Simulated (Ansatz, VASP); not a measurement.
Zn5O in VASP and in Ansatz

```
Zn O
1.0
     5.00017    0.00000    0.00000
    -2.50008    4.33027    0.00000
     0.00000    0.00000    4.41621
Zn O
5 1
Direct
  0.50000 0.00000 0.50000
  0.50000 0.50000 0.50000
  0.00000 0.50000 0.50000
  0.33333 0.66667 0.00000
  0.66667 0.33333 0.00000
  0.00000 0.00000 0.00000
```

Change from the starting cell: species swapped into the CaZn5 type (P6/mmm, No. 191).

Alike in both runs: functional PBE; k mesh 6 × 6 × 4; occupations gaussian, width 0.1 eV; collinear spin.

Ansatz relaxed the structure, and its values are those at the end. VASP's run is a single point on that final structure, the one shown.

```csv
,VASP,Ansatz
version,VASP 6.6.1,Ansatz 0.2.0
potentials or method,"VASP PAW PBE potentials, release 64 (Zn, O), cutoff 520 eV","scalar-relativistic, plane waves, PAW"
valence electrons in the cell,66,66
```

VASP gave:

| Property | Result |
| --- | --- |
| gap on the k mesh at the Fermi level (eV) | none |
| pressure (GPa) | -0.4 |
| net moment per atom (μB) | 0.00 |
| size of the moment on the site where the two differ most (μB) | 0.00 |

Question: What did Ansatz give for the same quantities?

Answer: gap on the k mesh at the Fermi level (eV): none; pressure (GPa): 0.0; net moment per atom (μB): 0.18; size of the moment on the site where the two differ most (μB): 0.70.

The net moments are unlike, so the other rows may belong to different states. Site moments also hang on the region over which each program counts them. A gap of «none» marks a metal or a gap that the smearing closes.
